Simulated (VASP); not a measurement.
# Au (Fm-3m) in VASP: single point with HSE06

Aim: the single point of Au with HSE06.

Everything below comes from runs of VASP 6.6.1. Logs are shortened: lines on timing, memory, paths and dates and some standing lists are left out, and cuts for length are marked.

**1. The cell of the first run**

It takes space group Fm-3m (No. 225, cubic). The conventional cell has a = 4.138 Å, b = 4.138 Å, c = 4.138 Å, α = 90.00°, β = 90.00°, γ = 90.00°. Au (site symmetry m-3m) has 12 Au at 2.93 Å within 3.9 Å.

**2. Single point, HSE06 (17.71 Å³/atom)**

Contents of POSCAR:

```
Au
1.0
    0.0000000000      2.0688956625      2.0688956625
    2.0688956625      0.0000000000      2.0688956625
    2.0688956625      2.0688956625      0.0000000000
Au
1
Direct
    0.0000000000      0.0000000000      0.0000000000
```

Contents of INCAR.step1:

```
SYSTEM = Au
  PREC = Accurate
  ENCUT = 520
  EDIFF = 1E-5
  ISMEAR = 0
  SIGMA = 0.05
  LREAL = .FALSE.
  LASPH = .TRUE.
  NELM = 80
  ALGO = Normal
  ISIF = 2
  LWAVE = .TRUE.
  LCHARG = .FALSE.
  NBANDS = 12
  GGA = PE
```

Contents of INCAR.step2:

```
SYSTEM = Au
  PREC = Accurate
  ENCUT = 520
  EDIFF = 1E-7
  ISMEAR = 0
  SIGMA = 0.05
  LREAL = .FALSE.
  LASPH = .TRUE.
  NELM = 80
  ALGO = Normal
  ISIF = 2
  LWAVE = .FALSE.
  LCHARG = .FALSE.
  GGA = PE
  LHFCALC = .TRUE.
  HFSCREEN = 0.2079
  PRECFOCK = Normal
  NBANDS = 12
  ISTART = 1
```

Contents of KPOINTS:

```
regular mesh
0
G
  8 8 8
  0 0 0
```

Potentials or basis: VASP PAW PBE potentials, release 64 (Au).

The run is started by

```
$ cat potpaw_PBE.64/Au/POTCAR > POTCAR
$ cp INCAR.step1 INCAR
$ mpirun -np 1 vasp_std > vasp.out
$ cp INCAR.step2 INCAR
$ mpirun -np 1 vasp_std > vasp.out
```

OUTCAR:

```text
SYSTEM = Au
   PREC = Accurate
   ENCUT = 520
   EDIFF = 1E-7
   ISMEAR = 0
   LREAL = .FALSE.
   LASPH = .TRUE.
   NELM = 80
   ISIF = 2
   GGA = PE
   LHFCALC = .TRUE.
   HFSCREEN = 0.2079
   PRECFOCK = Normal
   ISTART = 1

 ion  position               nearest neighbor table
   1  0.000  0.000  0.000-

  LATTYP: Found a face centered cubic cell.
 ALAT       =     4.1377913250

  Lattice vectors:

 A1 = (   0.0000000000,   2.0688956625,   2.0688956625)
 A2 = (   2.0688956625,   0.0000000000,   2.0688956625)
 A3 = (   2.0688956625,   2.0688956625,   0.0000000000)

Analysis of symmetry for initial positions (statically):
=====================================================================
 Subroutine PRICEL returns:
 Original cell was already a primitive cell.

 Routine SETGRP: Setting up the symmetry group for a
 face centered cubic supercell.

 Subroutine GETGRP returns: Found 48 space group operations
 (whereof 48 operations were pure point group operations)
 out of a pool of 48 trial point group operations.

The static configuration has the point symmetry O_h .

Analysis of symmetry for dynamics (positions and initial velocities):
=====================================================================
 Subroutine PRICEL returns:
 Original cell was already a primitive cell.

 Routine SETGRP: Setting up the symmetry group for a
 face centered cubic supercell.

 Subroutine GETGRP returns: Found 48 space group operations
 (whereof 48 operations were pure point group operations)
 out of a pool of 48 trial point group operations.

The dynamic configuration has the point symmetry O_h .

 Subroutine INISYM returns: Found 48 space group operations
 (whereof 48 operations are pure point group operations),
 and found     1 'primitive' translations

----------------------------------------------------------------------------------------

                                     Primitive cell

  volume of cell :      17.7111

  direct lattice vectors                    reciprocal lattice vectors
     0.000000000  2.068895663  2.068895663    -0.241674826  0.241674826  0.241674826
     2.068895663  0.000000000  2.068895663     0.241674826 -0.241674826  0.241674826
     2.068895663  2.068895663  0.000000000     0.241674826  0.241674826 -0.241674826

  length of vectors
     2.925860305  2.925860305  2.925860305     0.418593078  0.418593078  0.418593078

  position of ions in fractional coordinates (direct lattice)
     0.000000000  0.000000000  0.000000000

  ion indices of the primitive-cell ions
   primitive index   ion index
                 1           1

----------------------------------------------------------------------------------------

 KPOINTS: regular mesh

Automatic generation of k-mesh.
 Grid dimensions read from file:
 generate k-points for:    8    8    8

 Generating k-lattice:

  Cartesian coordinates                     Fractional coordinates (reciprocal lattice)
    -0.030209353  0.030209353  0.030209353     0.125000000  0.000000000  0.000000000
     0.030209353 -0.030209353  0.030209353     0.000000000  0.125000000  0.000000000
     0.030209353  0.030209353 -0.030209353     0.000000000  0.000000000  0.125000000

  Length of vectors
     0.052324135  0.052324135  0.052324135

  Shift w.r.t. Gamma in fractional coordinates (k-lattice)
     0.000000000  0.000000000  0.000000000

 Subroutine IBZKPT returns following result:
 ===========================================

 Found     29 irreducible k-points:

 Following reciprocal coordinates:
            Coordinates               Weight
  0.000000  0.000000  0.000000      1.000000
  0.125000  0.000000  0.000000      8.000000
  0.250000  0.000000  0.000000      8.000000
  0.375000  0.000000  0.000000      8.000000
  0.500000  0.000000  0.000000      4.000000
  0.125000  0.125000  0.000000      6.000000
[... 16 lines left out ...]
  0.500000  0.250000  0.125000     48.000000
 -0.375000  0.250000  0.125000     24.000000
 [... further k-points ...]
   k-points           NKPTS =     29   k-points in BZ     NKDIM =    512   number of bands    NBANDS=     12
   number of dos      NEDOS =    301   number of ions     NIONS =      1
   total plane-waves  NPLWV =  13824
   dimension x,y,z NGX =    24 NGY =   24 NGZ =   24
   dimension x,y,z NGXF=    48 NGYF=   48 NGZF=   48
   ions per type =               1
   NGX,Y,Z   is equivalent  to a cutoff of  13.64, 13.64, 13.64 a.u.
   NGXF,Y,Z  is equivalent  to a cutoff of  27.27, 27.27, 27.27 a.u.
 SYSTEM =  Au
   PREC   = accura    normal or accurate (medium, high low for compatibility)
   ISTART =      1    job   : 0-new  1-cont  2-samecut
   ICHARG =      0    charge: 1-file 2-atom 10-const
   ISPIN  =      1    spin polarized calculation?
   LNONCOLLINEAR =      F non collinear calculations
   LSORBIT =      F    spin-orbit coupling
   LASPH  =      T    aspherical Exc in radial PAW
   ENCUT  =  520.0 eV  38.22 Ry    6.18 a.u.   5.44  5.44  5.44*2*pi/ulx,y,z
   NELM   =     80;   NELMIN=  2; NELMDL=  0     # of ELM steps
   EDIFF  = 0.1E-06   stopping-criterion for ELM
   LREAL  =      F    real-space projection
   EDIFFG = 0.1E-05   stopping-criterion for IOM
   NSW    =      0    number of steps for IOM
   IBRION =     -1    ionic relax: 0-MD 1-quasi-New 2-CG
   NFREE  =      0    steps in history (QN), initial steepest desc. (CG)
   ISIF   =      2    stress and relaxation
   ISYM   =      3    0-nonsym 1-usesym 2-fastsym
   POTIM  = 0.5000    time-step for ionic-motion
   TEBEG  =    0.0;   TEEND  =   0.0 temperature during run
   PSTRESS=    0.0 pullay stress
   NELECT =      11.0000    total number of electrons
   NUPDOWN=      -1.0000    fix difference up-down
   EMIN   =  10.00;   EMAX   =-10.00  energy-range for DOS
   EFERMI =   0.00;   METHOD = LEGACY
   ISMEAR =     0;   SIGMA  =   0.05  broadening in eV -4-tet -1-fermi 0-gaus
   EFERMI_NEDOS =   21; number of points for ismear=-14 and -15
   IALGO  =     38    algorithm
   IMIX   =      1    mixing-type and parameters
     AMIX     =   0.40;   BMIX     =  1.00
     AMIX_MAG =   1.60;   BMIX_MAG =  1.00
  volume/ion in A,a.u.               =      17.71       119.52
  Fermi-wavevector in a.u.,A,eV,Ry     =   1.396766  2.639506 26.544376  1.950957
  Thomas-Fermi vector in A             =   2.520089
   LORBIT       =      0    0 simple, 1 ext, 2 COOP (PROOUT), +10 PAW based schemes
   GGA     = PE    functional components
   LHFCALC =     T    Hartree Fock is set to
   PRECFOCK=normal    Normal, Fast or Accurate (Low or Medium for compatibility)
   ENCUT4O =  -1.0   cutoff for four orbital integrals eV
   NKREDX  =     1    reduce k-point grid by
   NKREDY  =     1    reduce k-point grid by
   NKREDZ  =     1    reduce k-point grid by
   AEXX    =    0.2500 exact exchange contribution
   HFSCREEN=    0.2079 screening length (either q_TF or 0.3 A-1)
   HFSCREENC=   0.2079 screening length for correlation (either q_TF or 0.3 A-1)
   ENCUTFOCK=  -1.0 apply spherical cutoff to Coloumb kernel
   IVDW    =     0    specifies the selected vdW correction
   LEPSILON=     F    determine dielectric tensor
   LRPA    =     F    only Hartree local field effects (RPA)
 non-spin polarized calculation
 Gauss-broadening in eV      SIGMA  =   0.05
  energy-cutoff  :      520.00
  volume of cell :       17.71
 maximum number of plane-waves:       531
 NGX is ok and might be reduce to    24
  NGX = 18; NGY = 18; NGZ = 18

 number of electron      11.0000002 magnetization

 Free energy of the ion-electron system (eV)
  ---------------------------------------------------
  ext. energy  EPLUGINS =         0.00000000
  ---------------------------------------------------
  free energy    TOTEN  =        -3.37992917 eV

  energy without entropy =       -3.37841241  energy(sigma->0) =       -3.37917079

 E-fermi :   8.2814     XC(G=0): -10.1880

 val. band max:        8.2441393367   @ k =   0.5000   0.2500   0.1250
 cond. band min:       8.6471024057   @ k =   0.5000   0.3750   0.1250
 fundamental gap:      0.4029630690
 Fermi energy:         8.2814205677

 k-point     1 :       0.0000    0.0000    0.0000
  band No.  band energies     occupation
      1      -1.8353      2.00000
      2       2.9926      2.00000
      3       2.9926      2.00000
      4       2.9926      2.00000
      5       4.4637      2.00000
      6       4.4637      2.00000
      7      24.1529      0.00000
      8      28.1241      0.00000
      9      28.1241      0.00000
     10      28.1241      0.00000
     11      32.7964      0.00000
     12      37.3931      0.00000

 k-point     2 :       0.1250    0.0000    0.0000
  band No.  band energies     occupation
      1      -1.2584      2.00000
      2       2.8574      2.00000
      3       3.1619      2.00000
      4       3.1619      2.00000
      5       4.4142      2.00000
      6       4.4142      2.00000
      7      24.5255      0.00000
      8      25.5166      0.00000
      9      28.7041      0.00000
     10      28.7041      0.00000
     11      32.8925      0.00000
     12      35.1940      0.00000

 k-point     3 :       0.2500    0.0000    0.0000
  band No.  band energies     occupation
      1       0.0416      2.00000
      2       3.0327      2.00000
      3       3.2692      2.00000
      4       3.2692      2.00000
      5       4.6752      2.00000
      6       4.6752      2.00000
      7      20.5111      0.00000
      8      25.1548      0.00000
      9      29.4275      0.00000
     10      29.4275      0.00000
     11      31.3498      0.00000
     12      32.6102      0.00000
[... 286 lines left out ...]
 k-point    23 :       0.5000    0.2500    0.1250
  band No.  band energies     occupation
      1       1.5736      2.00000
      2       2.5375      2.00000
      3       2.8639      2.00000
      4       4.0730      2.00000
      5       5.2810      2.00000
      6       8.2441      1.70833
      7      16.2446      0.00000
      8      21.2798      0.00000
      9      23.6999      0.00000
     10      28.0594      0.00000
     11      32.0103      0.00000
     12      35.6215      0.00000

 k-point    24 :      -0.3750    0.2500    0.1250
  band No.  band energies     occupation
      1       1.5241      2.00000
      2       2.3388      2.00000
      3       3.5747      2.00000
      4       3.8414      2.00000
      5       5.6333      2.00000
      6      11.4122      0.00000
      7      12.1131      0.00000
      8      21.5550      0.00000
      9      22.4624      0.00000
     10      27.2409      0.00000
     11      33.3682      0.00000
     12      36.4907      0.00000

 [... further k-points ...]

------------------------ aborting loop because EDIFF is reached ----------------------------------------

  FORCE on cell =-STRESS in cart. coord.  units (eV):
  Direction    XX          YY          ZZ          XY          YZ          ZX
  --------------------------------------------------------------------------------------
  -------------------------------------------------------------------------------------
  Total       -0.0245107     -0.0245107     -0.0245107      0.0000000      0.0000000     -0.0000000
  in kB       -2.2172788     -2.2172788     -2.2172788      0.0000000      0.0000000     -0.0000000
  external PRESSURE =      -2.2172788 kB  Pullay stress =       0.0000000 kB

 VOLUME and BASIS-vectors are now :
 -----------------------------------------------------------------------------
  energy-cutoff  :      520.00
  volume of cell :       17.71
      direct lattice vectors                 reciprocal lattice vectors
     0.000000000  2.068895663  2.068895663    -0.241674826  0.241674826  0.241674826
     2.068895663  0.000000000  2.068895663     0.241674826 -0.241674826  0.241674826
     2.068895663  2.068895663  0.000000000     0.241674826  0.241674826 -0.241674826

 POSITION                                       TOTAL-FORCE (eV/Angst)
 -----------------------------------------------------------------------------------
      0.00000      0.00000      0.00000        -0.000000      0.000000     -0.000000
 -----------------------------------------------------------------------------------
    total drift:                                0.000003      0.000003      0.000003

  FREE ENERGIE OF THE ION-ELECTRON SYSTEM (eV)
  ---------------------------------------------------
  free  energy   TOTEN  =        -3.3799291725 eV

  energy  without entropy=       -3.3784124096  energy(sigma->0) =       -3.37917079
```

It took 76 min on 1 thread of AMD EPYC 7R43 (Zen 3), shared host; peak memory 0.22 GiB.

Results:

- Free energy: -3.3799 eV
- Pressure: -0.2 GPa
- Band gap on the k mesh: zero (an odd number of electrons rules out a gap without spin polarisation)

Levels at points of the mesh, in eV from the Fermi level:
```tsv
k point	band 3	band 4	band 5	band 6	band 7	band 8	band 9	band 10
(0.00, 0.00, 0.00)	-5.29	-5.29	-3.82	-3.82	15.87	19.84	19.84	19.84
(0.50, 0.00, 0.00)	-5.34	-2.52	-2.52	-0.53	3.74	15.25	18.42	18.42
(0.50, 0.50, 0.00)	-2.63	-2.15	-2.15	1.67	6.72	11.14	11.14	18.24
```

Caveat: the PAW data sets were made with another functional, which shifts forces and pressure a little; spin-orbit coupling is left out, which moves the levels of the heavy elements.
